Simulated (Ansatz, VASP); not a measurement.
# Two plane-wave programs on Mg

```
Mg
1.0
     3.14432    0.00000    0.00000
    -1.57216    2.72306    0.00000
     0.00000    0.00000    5.10487
Mg
2
Direct
  0.33333 0.66667 0.25000
  0.66667 0.33333 0.75000
```

Change from the starting cell: volume scaled by 0.9405, PAW files.

Alike in both runs: task electric field gradients; functional PBEsol; k mesh 12 × 12 × 7; occupations fermi-dirac, width 0.08 eV; no spin polarisation.

```csv
,VASP,Ansatz
version,VASP 6.6.1,Ansatz 0.2.0
potentials or method,"VASP PAW PBE potentials, release 64 (Mg)","PAW with Ansatz's default frozen-core files, scalar-relativistic"
plane-wave cutoff (eV),520,420
valence electrons in the cell,4,20
```

|  | VASP | Ansatz | Ansatz less VASP |
| --- | --- | --- | --- |
| pressure (GPa) | 1.1 | 1.2 | +0.04 |
| traceless stress, the component that is largest in VASP (GPa) | -0.57 | -0.57 | +0.002 |
| size of Vzz on the site where it differs most (V/Å²) | 1.0 | 1.1 | +0.10 |

VASP's potentials were made for PBE, not for PBEsol. The functional is the same, so the differences come from potentials, cutoffs and numerics. VASP's potentials hold 4 valence electrons a cell and Ansatz's 20, so a difference there can come from the potentials and not from the codes.
